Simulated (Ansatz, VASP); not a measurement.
NaCl: VASP beside Ansatz

```
Na Cl
1.0
     2.82135    0.00000    0.00000
     0.00000    2.82135    0.00000
     0.00000    0.00000    2.82135
Na Cl
1 1
Direct
  0.00000 0.00000 0.00000
  0.50000 0.50000 0.50000
```

Change from the starting cell: volume scaled by 0.96, crystal datasets.

Alike in both runs: task electric field gradients; functional PBE; k mesh 8 × 8 × 8; occupations fermi-dirac, width 0.02 eV; no spin polarisation.

|  | VASP | Ansatz |
| --- | --- | --- |
| version | VASP 6.6.1 | Ansatz 0.2.0 |
| potentials or method | VASP PAW PBE potentials, release 64 (Na_pv, Cl), cutoff 400 eV | all-electron PAW with datasets made for the crystal, scalar-relativistic |

```csv
,VASP,Ansatz,Ansatz less VASP
gap on the k mesh at the Fermi level (eV),4.25,4.20,-0.048
pressure (GPa),76.0,76.0,-0.03
```

Both programs put the cell under a high pressure, so it lies far from rest at this level. Ansatz ran all-electron here, and VASP with PAW potentials.

Noted on VASP's run: the cell as given lies far from equilibrium.
